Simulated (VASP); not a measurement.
Wanted: the native input for a VASP 6.6.1 run.

```yaml
Task: relaxation of cell and atoms
Functional: LDA
Potentials_or_basis: VASP PAW LDA potentials, release 64 (Si, C)
Cutoff: 600 eV
k_mesh: 10 × 10 × 10
Occupations: gaussian, width 0.01 eV
Spin: no spin polarisation
Target_pressure: 15 GPa
Dipole_correction: no
Further_INCAR_settings: ALGO = Normal; EDIFF = 1e-07; IBRION = 2; EDIFFG = -0.002; NSW = 100; ISIF = 3
```

The structure of SiC lies in POSCAR:

```
SiC
1.0
    0.0000000000      2.1644887827      2.1644887827
    2.1644887827      0.0000000000      2.1644887827
    2.1644887827      2.1644887827      0.0000000000
Si C
1 1
Direct
    0.0000000000      0.0000000000      0.0000000000
    0.7500000000      0.7500000000      0.7500000000
```

One way to write it, as run:

INCAR

```
SYSTEM = SiC
PREC = Accurate
ENCUT = 600
EDIFF = 1E-7
ISMEAR = 0
SIGMA = 0.01
LREAL = .FALSE.
LASPH = .TRUE.
NELM = 80
ALGO = Normal
ISIF = 3
LWAVE = .FALSE.
LCHARG = .FALSE.
GGA = CA
IBRION = 2
NSW = 100
EDIFFG = -0.002
PSTRESS = 150.0
```

KPOINTS

```
Automatic mesh
0
G
  10 10 10
  0 0 0
```

Potentials or basis: VASP PAW LDA potentials, release 64 (Si, C).

Launch:

```bash
$ cat potpaw_LDA.64/Si/POTCAR potpaw_LDA.64/C/POTCAR > POTCAR
$ mpirun -np 1 vasp_std > vasp.out
```

It gave:

| Item | Value |
| --- | --- |
| Relaxed volume | 9.57 Å³/atom |
| Relaxed cell | a = 3.003 Å, b = 3.003 Å, c = 3.003 Å, α = 60.00°, β = 60.00°, γ = 60.00° |
| Space group after relaxing (to 0.05 Å) | F-43m (No. 216) |
| Energy change on relaxing (the enthalpy is what falls) | +25.8 meV/atom |
| Ionic steps | 4 |
| Pressure after relaxing | 15.0 GPa |
| Band gap on the k mesh | 1.24 eV, indirect (least direct gap 4.58 eV) |

Caveat: the cell is relaxed towards a set pressure, so the enthalpy falls and the energy may rise.

Wall time 6.1 s on 1 thread of Intel(R) Xeon(R) 6975P-C (Granite Rapids), with other jobs on the host, peak memory 0.12 GiB.
